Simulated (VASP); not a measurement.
# LiCl (Fm-3m) in VASP: single point with PBE

Aim: the single point of LiCl with PBE.

Program: VASP 6.6.1. These are calculated values, not measurements. Logs are shortened: lines on timing, memory, paths and dates and some standing lists are left out, and cuts for length are marked.

**1. The cell of the first run**

The structure is cubic, space group Fm-3m (No. 225). Conventional cell: a = 5.130 Å, b = 5.130 Å, c = 5.130 Å, α = 90.00°, β = 90.00°, γ = 90.00°. Li (site symmetry m-3m) has 6 Cl at 2.56 Å within 3.4 Å. Within 3.4 Å of Cl (site symmetry m-3m) lie 6 Li at 2.56 Å.

**2. Single point, PBE**

Input file INCAR:

```
SYSTEM = LiCl
PREC = Accurate
ENCUT = 520
EDIFF = 1E-7
ISMEAR = -1
SIGMA = 0.1
LREAL = .False.
LASPH = .True.
NELM = 80
ALGO = Normal
ISIF = 2
LWAVE = .False.
LCHARG = .True.
GGA = PE
LELF = .True.
LVHAR = .True.
NBANDS = 12
```

Input file KPOINTS:

```
Automatic mesh
0
Gamma
  6 6 6
  0 0 0
```

Input file POSCAR:

```
LiCl
1.0
    0.0000000000      2.5647700000      2.5647700000
    2.5647700000      0.0000000000      2.5647700000
    2.5647700000      2.5647700000      0.0000000000
Li Cl
1 1
Direct
    0.0000000000      0.0000000000      0.0000000000
    0.5000000000      0.5000000000      0.5000000000
```

Potentials or basis: VASP PAW PBE potentials, release 64 (Li_sv, Cl).

The run is started by

```
cat potpaw_PBE.64/Li_sv/POTCAR potpaw_PBE.64/Cl/POTCAR > POTCAR
mpirun -np 1 vasp_std > vasp.out
```

OUTCAR:

```text
SYSTEM = LiCl
   PREC = Accurate
   ENCUT = 520
   EDIFF = 1E-7
   ISMEAR = -1
   LREAL = .False.
   LASPH = .True.
   NELM = 80
   ISIF = 2
   GGA = PE

 ion  position               nearest neighbor table
   1  0.000  0.000  0.000-   2 2.56   2 2.56   2 2.56   2 2.56   2 2.56   2 2.56
   2  0.500  0.500  0.500-   1 2.56   1 2.56   1 2.56   1 2.56   1 2.56   1 2.56

  LATTYP: Found a face centered cubic cell.
 ALAT       =     5.1295400000

  Lattice vectors:

 A1 = (   0.0000000000,   2.5647700000,   2.5647700000)
 A2 = (   2.5647700000,   0.0000000000,   2.5647700000)
 A3 = (   2.5647700000,   2.5647700000,   0.0000000000)

Analysis of symmetry for initial positions (statically):
=====================================================================
 Subroutine PRICEL returns:
 Original cell was already a primitive cell.

 Routine SETGRP: Setting up the symmetry group for a
 face centered cubic supercell.

 Subroutine GETGRP returns: Found 48 space group operations
 (whereof 48 operations were pure point group operations)
 out of a pool of 48 trial point group operations.

The static configuration has the point symmetry O_h .

Analysis of symmetry for dynamics (positions and initial velocities):
=====================================================================
 Subroutine PRICEL returns:
 Original cell was already a primitive cell.

 Routine SETGRP: Setting up the symmetry group for a
 face centered cubic supercell.

 Subroutine GETGRP returns: Found 48 space group operations
 (whereof 48 operations were pure point group operations)
 out of a pool of 48 trial point group operations.

The dynamic configuration has the point symmetry O_h .

 Subroutine INISYM returns: Found 48 space group operations
 (whereof 48 operations are pure point group operations),
 and found     1 'primitive' translations

----------------------------------------------------------------------------------------

                                     Primitive cell

  volume of cell :      33.7423

  direct lattice vectors                    reciprocal lattice vectors
     0.000000000  2.564770000  2.564770000    -0.194949255  0.194949255  0.194949255
     2.564770000  0.000000000  2.564770000     0.194949255 -0.194949255  0.194949255
     2.564770000  2.564770000  0.000000000     0.194949255  0.194949255 -0.194949255

  length of vectors
     3.627132518  3.627132518  3.627132518     0.337662014  0.337662014  0.337662014

  position of ions in fractional coordinates (direct lattice)
     0.000000000  0.000000000  0.000000000
     0.500000000  0.500000000  0.500000000

  ion indices of the primitive-cell ions
   primitive index   ion index
                 1           1
                 2           2

----------------------------------------------------------------------------------------

 KPOINTS: Automatic mesh

Automatic generation of k-mesh.
 Grid dimensions read from file:
 generate k-points for:    6    6    6

 Generating k-lattice:

  Cartesian coordinates                     Fractional coordinates (reciprocal lattice)
    -0.032491542  0.032491542  0.032491542     0.166666667  0.000000000  0.000000000
     0.032491542 -0.032491542  0.032491542     0.000000000  0.166666667  0.000000000
     0.032491542  0.032491542 -0.032491542     0.000000000  0.000000000  0.166666667

  Length of vectors
     0.056277002  0.056277002  0.056277002

  Shift w.r.t. Gamma in fractional coordinates (k-lattice)
     0.000000000  0.000000000  0.000000000

 Subroutine IBZKPT returns following result:
 ===========================================

 Found     16 irreducible k-points:

 Following reciprocal coordinates:
            Coordinates               Weight
  0.000000  0.000000  0.000000      1.000000
  0.166667  0.000000  0.000000      8.000000
  0.333333  0.000000  0.000000      8.000000
  0.500000  0.000000  0.000000      4.000000
  0.166667  0.166667  0.000000      6.000000
  0.333333  0.166667  0.000000     24.000000
[... 8 lines left out ...]
 -0.333333  0.333333  0.166667     24.000000
 -0.333333  0.500000  0.166667     12.000000
   k-points           NKPTS =     16   k-points in BZ     NKDIM =     16   number of bands    NBANDS=     12
   number of dos      NEDOS =    301   number of ions     NIONS =      2
   total plane-waves  NPLWV =  21952
   dimension x,y,z NGX =    28 NGY =   28 NGZ =   28
   dimension x,y,z NGXF=    56 NGYF=   56 NGZF=   56
   ions per type =               1   1
   NGX,Y,Z   is equivalent  to a cutoff of  12.83, 12.83, 12.83 a.u.
   NGXF,Y,Z  is equivalent  to a cutoff of  25.67, 25.67, 25.67 a.u.
 SYSTEM =  LiCl
   PREC   = accura    normal or accurate (medium, high low for compatibility)
   ISTART =      0    job   : 0-new  1-cont  2-samecut
   ICHARG =      2    charge: 1-file 2-atom 10-const
   ISPIN  =      1    spin polarized calculation?
   LNONCOLLINEAR =      F non collinear calculations
   LSORBIT =      F    spin-orbit coupling
   LASPH  =      T    aspherical Exc in radial PAW
   ENCUT  =  520.0 eV  38.22 Ry    6.18 a.u.   6.74  6.74  6.74*2*pi/ulx,y,z
   NELM   =     80;   NELMIN=  2; NELMDL= -5     # of ELM steps
   EDIFF  = 0.1E-06   stopping-criterion for ELM
   LREAL  =      F    real-space projection
   EDIFFG = 0.1E-05   stopping-criterion for IOM
   NSW    =      0    number of steps for IOM
   IBRION =     -1    ionic relax: 0-MD 1-quasi-New 2-CG
   NFREE  =      0    steps in history (QN), initial steepest desc. (CG)
   ISIF   =      2    stress and relaxation
   ISYM   =      2    0-nonsym 1-usesym 2-fastsym
   POTIM  = 0.5000    time-step for ionic-motion
   TEBEG  =    0.0;   TEEND  =   0.0 temperature during run
   PSTRESS=    0.0 pullay stress
   NELECT =      10.0000    total number of electrons
   NUPDOWN=      -1.0000    fix difference up-down
   EMIN   =  10.00;   EMAX   =-10.00  energy-range for DOS
   EFERMI =   0.00;   METHOD = LEGACY
   ISMEAR =    -1;   SIGMA  =   0.10  broadening in eV -4-tet -1-fermi 0-gaus
   EFERMI_NEDOS =   21; number of points for ismear=-14 and -15
   IALGO  =     38    algorithm
   IMIX   =      4    mixing-type and parameters
     AMIX     =   0.40;   BMIX     =  1.00
     AMIX_MAG =   1.60;   BMIX_MAG =  1.00
  volume/ion in A,a.u.               =      16.87       113.85
  Fermi-wavevector in a.u.,A,eV,Ry     =   1.091482  2.062601 16.209056  1.191332
  Thomas-Fermi vector in A             =   2.227728
   LORBIT       =      0    0 simple, 1 ext, 2 COOP (PROOUT), +10 PAW based schemes
   GGA     = PE    functional components
   LHFCALC =     F    Hartree Fock is set to
   AEXX    =    0.0000 exact exchange contribution
   IVDW    =     0    specifies the selected vdW correction
   LEPSILON=     F    determine dielectric tensor
   LRPA    =     F    only Hartree local field effects (RPA)
 non-spin polarized calculation
  energy-cutoff  :      520.00
  volume of cell :       33.74
 maximum number of plane-waves:       934
   NGX = 13   NGY = 13   NGZ = 13

 number of electron      10.0000005 magnetization

 Free energy of the ion-electron system (eV)
  ---------------------------------------------------
  ext. energy  EPLUGINS =         0.00000000
  ---------------------------------------------------
  free energy    TOTEN  =        -7.38560026 eV

  energy without entropy =       -7.38560026  energy(sigma->0) =       -7.38560026

 E-fermi :   2.8605     XC(G=0):  -8.7307

 val. band max:        0.5798161230   @ k =   0.0000   0.0000   0.0000
 cond. band min:       6.9206653218   @ k =   0.0000   0.0000   0.0000
 fundamental gap:      6.3408491988
 Fermi energy:         2.8605107068

 k-point     1 :       0.0000    0.0000    0.0000
  band No.  band energies     occupation
      1     -42.9429      2.00000
      2     -12.8168      2.00000
      3       0.5798      2.00000
      4       0.5798      2.00000
      5       0.5798      2.00000
      6       6.9207      0.00000
      7      12.5180      0.00000
      8      12.5180      0.00000
      9      12.5180      0.00000
     10      15.1081      0.00000
     11      15.1082      0.00000
     12      15.1136      0.00000

 k-point     2 :       0.1667    0.0000    0.0000
  band No.  band energies     occupation
      1     -42.9423      2.00000
      2     -12.6865      2.00000
      3      -0.2789      2.00000
      4       0.5105      2.00000
      5       0.5105      2.00000
      6       7.6062      0.00000
      7      11.4944      0.00000
      8      12.0835      0.00000
      9      12.0836      0.00000
     10      13.7739      0.00000
     11      13.7739      0.00000
     12      15.7554      0.00000

 k-point     3 :       0.3333    0.0000    0.0000
  band No.  band energies     occupation
      1     -42.9410      2.00000
      2     -12.4031      2.00000
      3      -1.6397      2.00000
      4       0.3830      2.00000
      5       0.3830      2.00000
      6       7.6438      0.00000
      7      10.6215      0.00000
      8      10.6215      0.00000
      9      12.3007      0.00000
     10      15.6632      0.00000
     11      15.6632      0.00000
     12      16.5692      0.00000
[... 166 lines left out ...]
 k-point    15 :      -0.3333    0.3333    0.1667
  band No.  band energies     occupation
      1     -42.9397      2.00000
      2     -12.0732      2.00000
      3      -1.7836      2.00000
      4      -1.1503      2.00000
      5      -0.2039      2.00000
      6       9.4943      0.00000
      7       9.9338      0.00000
      8      11.5291      0.00000
      9      11.7368      0.00000
     10      15.7891      0.00000
     11      16.6112      0.00000
     12      19.0130      0.00000

 k-point    16 :      -0.3333    0.5000    0.1667
  band No.  band energies     occupation
      1     -42.9395      2.00000
      2     -12.0095      2.00000
      3      -1.9473      2.00000
      4      -1.0722      2.00000
      5      -0.4891      2.00000
      6       9.3192      0.00000
      7       9.9859      0.00000
      8      11.9213      0.00000
      9      12.0133      0.00000
     10      15.5110      0.00000
     11      17.7996      0.00000
     12      19.2243      0.00000

------------------------ aborting loop because EDIFF is reached ----------------------------------------

  FORCE on cell =-STRESS in cart. coord.  units (eV):
  Direction    XX          YY          ZZ          XY          YZ          ZX
  --------------------------------------------------------------------------------------
  -------------------------------------------------------------------------------------
  Total        0.0610199      0.0610199      0.0610199      0.0000000      0.0000000      0.0000000
  in kB        2.8973888      2.8973888      2.8973888      0.0000000      0.0000000      0.0000000
  external PRESSURE =       2.8973888 kB  Pullay stress =       0.0000000 kB

 VOLUME and BASIS-vectors are now :
 -----------------------------------------------------------------------------
  energy-cutoff  :      520.00
  volume of cell :       33.74
      direct lattice vectors                 reciprocal lattice vectors
     0.000000000  2.564770000  2.564770000    -0.194949255  0.194949255  0.194949255
     2.564770000  0.000000000  2.564770000     0.194949255 -0.194949255  0.194949255
     2.564770000  2.564770000  0.000000000     0.194949255  0.194949255 -0.194949255

 POSITION                                       TOTAL-FORCE (eV/Angst)
 -----------------------------------------------------------------------------------
      0.00000      0.00000      0.00000        -0.000000     -0.000000     -0.000000
      2.56477      2.56477      2.56477         0.000000      0.000000      0.000000
 -----------------------------------------------------------------------------------
    total drift:                                0.000000      0.000000      0.000000

  FREE ENERGIE OF THE ION-ELECTRON SYSTEM (eV)
  ---------------------------------------------------
  free  energy   TOTEN  =        -7.3856002574 eV

  energy  without entropy=       -7.3856002573  energy(sigma->0) =       -7.38560026
```

Wall time 4.3 s (1 thread of Intel Xeon 6975P-C (Granite Rapids), shared host); peak memory 0.15 GiB.

Results:

```
Free energy            : -7.3856 eV
Band gap on the k mesh : 6.34 eV, direct
```

Caveat: the cutoff is under 1.25 times the usual one of these potentials, so pressure, stress and relaxed cells hold a basis-set (Pulay) error. A k mesh can miss the band edges.
